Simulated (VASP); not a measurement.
# BP: single point with PBE

The system is BP, a wire with vacuum.

```
CELL_PARAMETERS angstrom
9.80000 0.00000 0.00000
0.00000 9.30000 0.00000
0.00000 0.00000 3.28072
ATOMIC_POSITIONS crystal
B 0.46639 0.50000 0.00000
P 0.53361 0.50000 0.50000
```

```json
{"Program": "VASP 6.6.1", "Task": "single point", "Functional": "PBE", "Potentials or basis": "VASP PAW PBE potentials, release 64 (B, P)", "Cutoff": "520 eV", "k mesh": "1 × 1 × 20", "Occupations": "gaussian, width 0.05 eV", "Spin": "collinear spin, ferromagnetic start", "Starting moments": "[0.5, 0.5] μB", "Dipole correction": "no", "Further INCAR settings": "ALGO = Normal; EDIFF = 1e-06; NBANDS = 15"}
```

```yaml
Largest_force: 0.019 eV/Å
Band_gap_on_the_k_mesh: 0.06 eV, direct
Net_moment: 0.00 μB per cell
Site_moments: B +0.04; P -0.04 μB
Valence_electrons_inside_the_program's_atomic_spheres: B 1.81; P 2.60
```

Forces in eV/Å, atoms in the order of the input:
```
B    0.019  0.000  0.000
P   -0.019  0.000  0.000
```

Levels at points of the mesh, in eV from the valence-band top:
Spin up:
| k point | band 1 | band 2 | band 3 | band 4 | band 5 | band 6 | band 7 | band 8 | band 9 |
| --- | --- | --- | --- | --- | --- | --- | --- | --- | --- |
| (0.00, 0.00, 0.00) | -12.08 | -3.93 | -3.27 | -2.74 | 2.25 | 3.70 | 4.86 | 4.87 | 5.77 |
| (0.00, 0.00, 0.50) | -10.32 | -8.19 | -1.17 | 0.00 | 0.06 | 0.61 | 7.02 | 7.17 | 8.41 |
Spin down:
```csv
k point,band 1,band 2,band 3,band 4,band 5,band 6,band 7,band 8,band 9
"(0.00, 0.00, 0.00)",-12.09,-3.93,-3.22,-2.78,2.28,3.73,4.86,4.88,5.78
"(0.00, 0.00, 0.50)",-10.37,-8.14,-1.23,-0.07,0.21,0.69,7.00,7.18,8.36
```

Wall time 6.3 min on 1 thread of AMD EPYC 7R13 (shared host), peak memory 0.45 GiB.
